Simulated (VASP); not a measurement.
# AsI in VASP: a series of runs

AsI is run at these levels: PBE; tasks: single point, relaxation of cell and atoms.

All numbers are computed with VASP 6.6.1; they aren't measurements. Logs are shortened: lines on timing, memory, paths and dates and some standing lists are left out, and cuts for length are marked.

## (1) The cell of the first run

The structure is cubic, space group Pm-3m (No. 221). Conventional cell: a = 3.728 Å, b = 3.728 Å, c = 3.728 Å, α = 90.00°, β = 90.00°, γ = 90.00°. Within 4.2 Å of As (site symmetry m-3m) lie 8 I at 3.23 Å and 6 As at 3.73 Å. I (site symmetry m-3m) has 8 As at 3.23 Å and 6 I at 3.73 Å within 4.2 Å.

## (2) Single point, PBE

INCAR reads:

```
ALGO = Normal
EDIFF = 1E-7
ENCUT = 520
GGA = PE
ISIF = 2
ISMEAR = 0
LASPH = T
LCHARG = F
LREAL = F
LWAVE = F
NBANDS = 13
NELM = 60
PREC = Accurate
SIGMA = 0.1
```

KPOINTS reads:

```
k-points
0
Gamma
  4 4 4
```

POSCAR reads:

```
AsI
1.0
    3.7280234053      0.0000000000      0.0000000000
    0.0000000000      3.7280234053      0.0000000000
    0.0000000000      0.0000000000      3.7280234053
As I
1 1
Direct
    0.0000000000      0.0000000000      0.0000000000
    0.5000000000      0.5000000000      0.5000000000
```

Potentials or basis: VASP PAW PBE potentials, release 64 (As, I).

On the command line:

```sh
> cat potpaw_PBE.64/As/POTCAR potpaw_PBE.64/I/POTCAR > POTCAR
> mpirun -np 1 vasp_std > vasp.out
```

OUTCAR:

```text
EDIFF = 1E-7
   ENCUT = 520
   GGA = PE
   ISIF = 2
   ISMEAR = 0
   LASPH = T
   LREAL = F
   NELM = 60
   PREC = Accurate

 ion  position               nearest neighbor table
   1  0.000  0.000  0.000-   2 3.23   2 3.23   2 3.23   2 3.23   2 3.23   2 3.23   2 3.23   2 3.23

   2  0.500  0.500  0.500-   1 3.23   1 3.23   1 3.23   1 3.23   1 3.23   1 3.23   1 3.23   1 3.23

  LATTYP: Found a simple cubic cell.
 ALAT       =     3.7280234053

  Lattice vectors:

 A1 = (   3.7280234053,   0.0000000000,   0.0000000000)
 A2 = (   0.0000000000,   3.7280234053,   0.0000000000)
 A3 = (   0.0000000000,   0.0000000000,   3.7280234053)

Analysis of symmetry for initial positions (statically):
=====================================================================
 Subroutine PRICEL returns:
 Original cell was already a primitive cell.

 Routine SETGRP: Setting up the symmetry group for a
 simple cubic supercell.

 Subroutine GETGRP returns: Found 48 space group operations
 (whereof 48 operations were pure point group operations)
 out of a pool of 48 trial point group operations.

The static configuration has the point symmetry O_h .

Analysis of symmetry for dynamics (positions and initial velocities):
=====================================================================
 Subroutine PRICEL returns:
 Original cell was already a primitive cell.

 Routine SETGRP: Setting up the symmetry group for a
 simple cubic supercell.

 Subroutine GETGRP returns: Found 48 space group operations
 (whereof 48 operations were pure point group operations)
 out of a pool of 48 trial point group operations.

The dynamic configuration has the point symmetry O_h .

 Subroutine INISYM returns: Found 48 space group operations
 (whereof 48 operations are pure point group operations),
 and found     1 'primitive' translations

----------------------------------------------------------------------------------------

                                     Primitive cell

  volume of cell :      51.8127

  direct lattice vectors                    reciprocal lattice vectors
     3.728023405  0.000000000  0.000000000     0.268238659  0.000000000  0.000000000
     0.000000000  3.728023405  0.000000000     0.000000000  0.268238659  0.000000000
     0.000000000  0.000000000  3.728023405     0.000000000  0.000000000  0.268238659

  length of vectors
     3.728023405  3.728023405  3.728023405     0.268238659  0.268238659  0.268238659

  position of ions in fractional coordinates (direct lattice)
     0.000000000  0.000000000  0.000000000
     0.500000000  0.500000000  0.500000000

  ion indices of the primitive-cell ions
   primitive index   ion index
                 1           1
                 2           2

----------------------------------------------------------------------------------------

 KPOINTS: k-points

Automatic generation of k-mesh.
 Grid dimensions read from file:
 generate k-points for:    4    4    4

 Generating k-lattice:

  Cartesian coordinates                     Fractional coordinates (reciprocal lattice)
     0.067059665  0.000000000  0.000000000     0.250000000  0.000000000  0.000000000
     0.000000000  0.067059665  0.000000000     0.000000000  0.250000000  0.000000000
     0.000000000  0.000000000  0.067059665     0.000000000  0.000000000  0.250000000

  Length of vectors
     0.067059665  0.067059665  0.067059665

  Shift w.r.t. Gamma in fractional coordinates (k-lattice)
     0.000000000  0.000000000  0.000000000

 Subroutine IBZKPT returns following result:
 ===========================================

 Found     10 irreducible k-points:

 Following reciprocal coordinates:
            Coordinates               Weight
  0.000000  0.000000  0.000000      1.000000
  0.250000  0.000000  0.000000      6.000000
  0.500000  0.000000  0.000000      3.000000
  0.250000  0.250000  0.000000     12.000000
  0.500000  0.250000  0.000000     12.000000
  0.500000  0.500000  0.000000      3.000000
  0.250000  0.250000  0.250000      8.000000
  0.500000  0.250000  0.250000     12.000000
  0.500000  0.500000  0.250000      6.000000
  0.500000  0.500000  0.500000      1.000000
   k-points           NKPTS =     10   k-points in BZ     NKDIM =     10   number of bands    NBANDS=     13
   number of dos      NEDOS =    301   number of ions     NIONS =      2
   total plane-waves  NPLWV =  21952
   dimension x,y,z NGX =    28 NGY =   28 NGZ =   28
   dimension x,y,z NGXF=    56 NGYF=   56 NGZF=   56
   ions per type =               1   1
   NGX,Y,Z   is equivalent  to a cutoff of  12.49, 12.49, 12.49 a.u.
   NGXF,Y,Z  is equivalent  to a cutoff of  24.97, 24.97, 24.97 a.u.
 SYSTEM =  unknown system
   PREC   = accura    normal or accurate (medium, high low for compatibility)
   ISTART =      0    job   : 0-new  1-cont  2-samecut
   ICHARG =      2    charge: 1-file 2-atom 10-const
   ISPIN  =      1    spin polarized calculation?
   LNONCOLLINEAR =      F non collinear calculations
   LSORBIT =      F    spin-orbit coupling
   LASPH  =      T    aspherical Exc in radial PAW
   ENCUT  =  520.0 eV  38.22 Ry    6.18 a.u.   6.93  6.93  6.93*2*pi/ulx,y,z
   NELM   =     60;   NELMIN=  2; NELMDL= -5     # of ELM steps
   EDIFF  = 0.1E-06   stopping-criterion for ELM
   LREAL  =      F    real-space projection
   EDIFFG = 0.1E-05   stopping-criterion for IOM
   NSW    =      0    number of steps for IOM
   IBRION =     -1    ionic relax: 0-MD 1-quasi-New 2-CG
   NFREE  =      0    steps in history (QN), initial steepest desc. (CG)
   ISIF   =      2    stress and relaxation
   ISYM   =      2    0-nonsym 1-usesym 2-fastsym
   POTIM  = 0.5000    time-step for ionic-motion
   TEBEG  =    0.0;   TEEND  =   0.0 temperature during run
   PSTRESS=    0.0 pullay stress
   NELECT =      12.0000    total number of electrons
   NUPDOWN=      -1.0000    fix difference up-down
   EMIN   =  10.00;   EMAX   =-10.00  energy-range for DOS
   EFERMI =   0.00;   METHOD = LEGACY
   ISMEAR =     0;   SIGMA  =   0.10  broadening in eV -4-tet -1-fermi 0-gaus
   EFERMI_NEDOS =   21; number of points for ismear=-14 and -15
   IALGO  =     38    algorithm
   IMIX   =      4    mixing-type and parameters
     AMIX     =   0.40;   BMIX     =  1.00
     AMIX_MAG =   1.60;   BMIX_MAG =  1.00
  volume/ion in A,a.u.               =      25.91       174.82
  Fermi-wavevector in a.u.,A,eV,Ry     =   1.005364  1.899862 13.752178  1.010757
  Thomas-Fermi vector in A             =   2.138039
   LORBIT       =      0    0 simple, 1 ext, 2 COOP (PROOUT), +10 PAW based schemes
   GGA     = PE    functional components
   LHFCALC =     F    Hartree Fock is set to
   AEXX    =    0.0000 exact exchange contribution
   IVDW    =     0    specifies the selected vdW correction
   LEPSILON=     F    determine dielectric tensor
   LRPA    =     F    only Hartree local field effects (RPA)
 non-spin polarized calculation
 Gauss-broadening in eV      SIGMA  =   0.10
  energy-cutoff  :      520.00
  volume of cell :       51.81
 maximum number of plane-waves:      1406
 NGX is ok and might be reduce to    28
   NGX = 13   NGY = 13   NGZ = 13

 number of electron      12.0000002 magnetization

 Free energy of the ion-electron system (eV)
  ---------------------------------------------------
  ext. energy  EPLUGINS =         0.00000000
  ---------------------------------------------------
  free energy    TOTEN  =        -4.71341038 eV

  energy without entropy =       -4.69033139  energy(sigma->0) =       -4.70187088

 E-fermi :   6.7950     XC(G=0): -10.0011

 val. band max:        6.5068619908   @ k =   0.5000   0.0000   0.0000
 cond. band min:       6.8172754116   @ k =   0.2500   0.2500   0.2500
 fundamental gap:      0.3104134208
 Fermi energy:         6.7949790443

 k-point     1 :       0.0000    0.0000    0.0000
  band No.  band energies     occupation
      1      -8.5851      2.00000
      2      -2.8361      2.00000
      3       3.1514      2.00000
      4       3.1514      2.00000
      5       3.1514      2.00000
      6       9.0939      0.00000
      7       9.0939      0.00000
      8       9.0939      0.00000
      9       9.7511      0.00000
     10       9.7511      0.00000
     11      15.8689      0.00000
     12      16.9146      0.00000
     13      16.9146      0.00000

 k-point     2 :       0.2500    0.0000    0.0000
  band No.  band energies     occupation
      1      -8.1243      2.00000
      2      -3.6724      2.00000
      3       2.8919      2.00000
      4       3.6849      2.00000
      5       3.6849      2.00000
      6       7.0161      0.00177
      7       7.9821      0.00000
      8       7.9821      0.00000
      9      10.3718      0.00000
     10      12.7191      0.00000
     11      15.4109      0.00000
     12      16.6953      0.00000
     13      16.6953      0.00000

 k-point     3 :       0.5000    0.0000    0.0000
  band No.  band energies     occupation
      1      -7.4101      2.00000
      2      -4.8041      2.00000
      3       3.5496      2.00000
      4       4.6333      2.00000
      5       4.6333      2.00000
      6       4.9280      2.00000
      7       6.5069      1.99995
      8       6.5069      1.99995
      9      11.9667      0.00000
     10      12.5747      0.00000
     11      17.5773      0.00000
     12      18.0978      0.00000
     13      18.1150      0.00000
[... 81 lines left out ...]
 k-point     9 :       0.5000    0.5000    0.2500
  band No.  band energies     occupation
      1      -6.5242      2.00000
      2      -3.5020      2.00000
      3       0.8592      2.00000
      4       0.8592      2.00000
      5       3.3820      2.00000
      6       5.1418      2.00000
      7       5.9798      2.00000
      8       5.9798      2.00000
      9      15.4349      0.00000
     10      15.6254      0.00000
     11      16.0175      0.00000
     12      16.0175      0.00000
     13      21.7904      0.00000

 k-point    10 :       0.5000    0.5000    0.5000
  band No.  band energies     occupation
      1      -6.2506      2.00000
      2      -3.1750      2.00000
      3       2.0755      2.00000
      4       2.0755      2.00000
      5       2.0755      2.00000
      6       3.7546      2.00000
      7       3.7546      2.00000
      8       3.7546      2.00000
      9      19.1516      0.00000
     10      19.1516      0.00000
     11      19.1516      0.00000
     12      19.8272      0.00000
     13      19.8272      0.00000

------------------------ aborting loop because EDIFF is reached ----------------------------------------

  FORCE on cell =-STRESS in cart. coord.  units (eV):
  Direction    XX          YY          ZZ          XY          YZ          ZX
  --------------------------------------------------------------------------------------
  -------------------------------------------------------------------------------------
  Total       -0.1112319     -0.1112319     -0.1112319      0.0000000      0.0000000      0.0000000
  in kB       -3.4395696     -3.4395696     -3.4395696      0.0000000      0.0000000      0.0000000
  external PRESSURE =      -3.4395696 kB  Pullay stress =       0.0000000 kB

 VOLUME and BASIS-vectors are now :
 -----------------------------------------------------------------------------
  energy-cutoff  :      520.00
  volume of cell :       51.81
      direct lattice vectors                 reciprocal lattice vectors
     3.728023405  0.000000000  0.000000000     0.268238659  0.000000000  0.000000000
     0.000000000  3.728023405  0.000000000     0.000000000  0.268238659  0.000000000
     0.000000000  0.000000000  3.728023405     0.000000000  0.000000000  0.268238659

 POSITION                                       TOTAL-FORCE (eV/Angst)
 -----------------------------------------------------------------------------------
      0.00000      0.00000      0.00000         0.000000      0.000000      0.000000
      1.86401      1.86401      1.86401         0.000000      0.000000      0.000000
 -----------------------------------------------------------------------------------
    total drift:                               -0.000000      0.000000      0.000000

  FREE ENERGIE OF THE ION-ELECTRON SYSTEM (eV)
  ---------------------------------------------------
  free  energy   TOTEN  =        -4.7134103795 eV

  energy  without entropy=       -4.6903313854  energy(sigma->0) =       -4.70187088
```

It took 7 s on 1 thread of Intel Xeon Platinum 8259CL at 2.50GHz (Skylake/Cascade Lake), shared host; peak memory 0.15 GiB.

What came out:

* Free energy: -4.7134 eV
* Pressure: -0.3 GPa
* Band gap on the k mesh: zero (band 6 reaches 9.09 eV, above the bottom of band 7 at 3.75 eV)

Caveat: the k points lie up to 0.42 Å⁻¹ apart; spin-orbit coupling is left out, which moves the levels of the heavy elements.

## (3) Single point, PBE

This run uses another cell than the first one, of 25.83 Å³/atom, 0.997 times its volume.

INCAR reads:

```
SYSTEM = AsI
PREC     = Accurate       ! precision mode
ENCUT    = 520            ! plane-wave cutoff, eV
EDIFF    = 1E-7           ! SCF threshold, eV
ISMEAR   = 0              ! smearing method
SIGMA    = 0.1            ! smearing width, eV
LREAL    = .FALSE.        ! projectors in reciprocal space
LASPH    = .TRUE.         ! aspherical terms in the spheres
NELM     = 80             ! most SCF steps
ALGO     = Normal         ! electronic algorithm
ISIF     = 2              ! what is computed and relaxed
LWAVE    = .FALSE.        ! write WAVECAR
LCHARG   = .FALSE.        ! write CHGCAR
GGA      = PE             ! functional
NBANDS   = 13             ! bands
```

KPOINTS reads:

```
Automatic mesh
0
G
  6 6 4
  0 0 0
```

POSCAR reads:

```
AsI
1.0
    3.6700107423      0.0000000000      0.0000000000
    0.0000000000      3.6700107423      0.0000000000
    0.0000000000      0.0000000000      3.8354407207
As I
1 1
Direct
    0.5000000000      0.5000000000      0.5000000000
    0.0000000000      0.0000000000      0.0000000000
```

Potentials or basis: VASP PAW PBE potentials, release 64 (As, I).

On the command line:

```sh
> cat potpaw_PBE.64/As/POTCAR potpaw_PBE.64/I/POTCAR > POTCAR
> mpirun -np 1 vasp_std > vasp.out
```

OUTCAR:

```text
SYSTEM = AsI
   PREC = Accurate
   ENCUT = 520
   EDIFF = 1E-7
   ISMEAR = 0
   LREAL = .FALSE.
   LASPH = .TRUE.
   NELM = 80
   ISIF = 2
   GGA = PE

 ion  position               nearest neighbor table
   1  0.500  0.500  0.500-   2 3.23   2 3.23   2 3.23   2 3.23   2 3.23   2 3.23   2 3.23   2 3.23

   2  0.000  0.000  0.000-   1 3.23   1 3.23   1 3.23   1 3.23   1 3.23   1 3.23   1 3.23   1 3.23

  LATTYP: Found a simple tetragonal cell.
 ALAT       =     3.6700107423
 C/A-ratio  =     1.0450761565

  Lattice vectors:

 A1 = (   3.6700107423,   0.0000000000,   0.0000000000)
 A2 = (   0.0000000000,   3.6700107423,   0.0000000000)
 A3 = (   0.0000000000,   0.0000000000,   3.8354407207)

Analysis of symmetry for initial positions (statically):
=====================================================================
 Subroutine PRICEL returns:
 Original cell was already a primitive cell.

 Routine SETGRP: Setting up the symmetry group for a
 simple tetragonal supercell.

 Subroutine GETGRP returns: Found 16 space group operations
 (whereof 16 operations were pure point group operations)
 out of a pool of 16 trial point group operations.

The static configuration has the point symmetry D_4h.

[... 177 lines left out ...]
      8       9.1638      0.00000
      9       9.6469      0.00000
     10       9.9352      0.00000
     11      15.9152      0.00000
     12      16.7410      0.00000
     13      16.7410      0.00000
[... 354 lines left out ...]
  band No.  band energies     occupation
      1      -6.7399      2.00000
      2      -3.8535      2.00000
      3       0.1931      2.00000
      4       0.2933      2.00000
      5       5.4191      2.00000
      6       7.3490      0.00000
      7       8.3813      0.00000
      8       8.4294      0.00000
      9      12.2877      0.00000
     10      12.4690      0.00000
     11      13.6562      0.00000
     12      13.7145      0.00000
     13      20.0140      0.00000

 [... further k-points ...]

------------------------ aborting loop because EDIFF is reached ----------------------------------------

  FORCE on cell =-STRESS in cart. coord.  units (eV):
  Direction    XX          YY          ZZ          XY          YZ          ZX
  --------------------------------------------------------------------------------------
  -------------------------------------------------------------------------------------
  Total       -0.0158984     -0.0158984      0.0940477      0.0000000      0.0000000      0.0000000
  in kB       -0.4930749     -0.4930749      2.9168152      0.0000000      0.0000000      0.0000000
  external PRESSURE =       0.6435552 kB  Pullay stress =       0.0000000 kB

 VOLUME and BASIS-vectors are now :
 -----------------------------------------------------------------------------
  energy-cutoff  :      520.00
  volume of cell :       51.66
      direct lattice vectors                 reciprocal lattice vectors
     3.670010742  0.000000000  0.000000000     0.272478766  0.000000000  0.000000000
     0.000000000  3.670010742  0.000000000     0.000000000  0.272478766  0.000000000
     0.000000000  0.000000000  3.835440721     0.000000000  0.000000000  0.260726230

 POSITION                                       TOTAL-FORCE (eV/Angst)
 -----------------------------------------------------------------------------------
      1.83501      1.83501      1.91772         0.000000      0.000000      0.000000
      0.00000      0.00000      0.00000         0.000000      0.000000      0.000000
 -----------------------------------------------------------------------------------
    total drift:                                0.000000      0.000000      0.000000

  FREE ENERGIE OF THE ION-ELECTRON SYSTEM (eV)
  ---------------------------------------------------
  free  energy   TOTEN  =        -4.7420838860 eV

  energy  without entropy=       -4.7365925650  energy(sigma->0) =       -4.73933823
```

It took 12 s on 1 thread of Intel Xeon Platinum 8259CL at 2.50GHz (Skylake/Cascade Lake), shared host; peak memory 0.17 GiB.

Results:

```yaml
Free_energy: -4.7421 eV
Pressure: 0.1 GPa
Band_gap_on_the_k_mesh: zero (band 6 reaches 9.04 eV, above the bottom of band 7 at 3.69 eV)
```

Levels at points of the mesh, in eV from the Fermi level:
| k point | band 3 | band 4 | band 5 | band 6 | band 7 | band 8 | band 9 | band 10 |
| --- | --- | --- | --- | --- | --- | --- | --- | --- |
| (0.00, 0.00, 0.00) | -3.75 | -3.12 | -3.12 | 2.51 | 2.63 | 2.63 | 3.12 | 3.40 |
| (0.50, 0.00, 0.00) | -3.07 | -2.12 | -1.72 | -1.60 | -0.35 | 0.21 | 5.52 | 6.06 |
| (0.50, 0.50, 0.00) | -6.20 | -6.20 | -1.47 | 0.44 | 1.43 | 1.43 | 5.35 | 5.41 |
| (0.00, 0.00, 0.50) | -2.71 | -1.74 | -1.74 | -1.40 | 0.08 | 0.08 | 5.47 | 6.09 |
| (0.50, 0.00, 0.50) | -6.34 | -6.24 | -1.11 | 0.82 | 1.85 | 1.90 | 5.76 | 5.94 |
| (0.50, 0.50, 0.50) | -4.49 | -4.49 | -4.23 | -2.84 | -2.84 | -2.66 | 12.17 | 12.72 |

Caveat: the k points lie up to 0.41 Å⁻¹ apart; spin-orbit coupling is left out, which moves the levels of the heavy elements.

(Continued in part 2 of 2.)
